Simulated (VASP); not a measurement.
A run of VASP 6.6.1 is set up as follows.

File INCAR:

```
ALGO     = Normal         # electronic algorithm
EDIFF    = 1E-8           # SCF threshold, eV
ENCUT    = 600            # plane-wave cutoff, eV
GGA      = PS             # functional
GGA_COMPAT= F            
IBRION   = 6              # ionic algorithm
ISIF     = 3              # what is computed and relaxed
ISMEAR   = -1             # smearing method
LASPH    = T              # aspherical terms in the spheres
LCHARG   = F              # write CHGCAR
LREAL    = F              # projectors in reciprocal space
LWAVE    = F              # write WAVECAR
NBANDS   = 14             # bands
NELM     = 120            # most SCF steps
NFREE    = 2            
NSW      = 1              # ionic steps
POTIM    = 0.015          # step
PREC     = Accurate       # precision mode
SIGMA    = 0.08           # smearing width, eV
```

Contents of KPOINTS:

```
k-points
0
Gamma
  18 18 18
```

The input POSCAR:

```
TaC
1.0
    0.0000000000      2.2200892802      2.2200892802
    2.2200892802      0.0000000000      2.2200892802
    2.2200892802      2.2200892802      0.0000000000
Ta C
1 1
Direct
    0.0000000000      0.0000000000      0.0000000000
    0.5000000000      0.5000000000      0.5000000000
```

Potentials or basis: VASP PAW PBE potentials, release 64 (Ta_pv, C).

Command:

```console
$ cat potpaw_PBE.64/Ta_pv/POTCAR potpaw_PBE.64/C/POTCAR > POTCAR
$ mpirun -np 1 vasp_std > vasp.out
```

What does it give for the elastic constants C11, C12, C44?

770, 136, 174 GPa.

Estimate the Voigt bulk modulus.

347 GPa.

What does it give for the highest phonon frequency at Γ?

563 cm⁻¹.

Phonon frequencies in cm⁻¹ (negative: imaginary):
| q point | frequencies |
| --- | --- |
| (0.000, 0.000, 0.000) | 0 0 0 563 563 563 |

Caveat: the PAW data sets were made with another functional, which shifts forces and pressure a little.
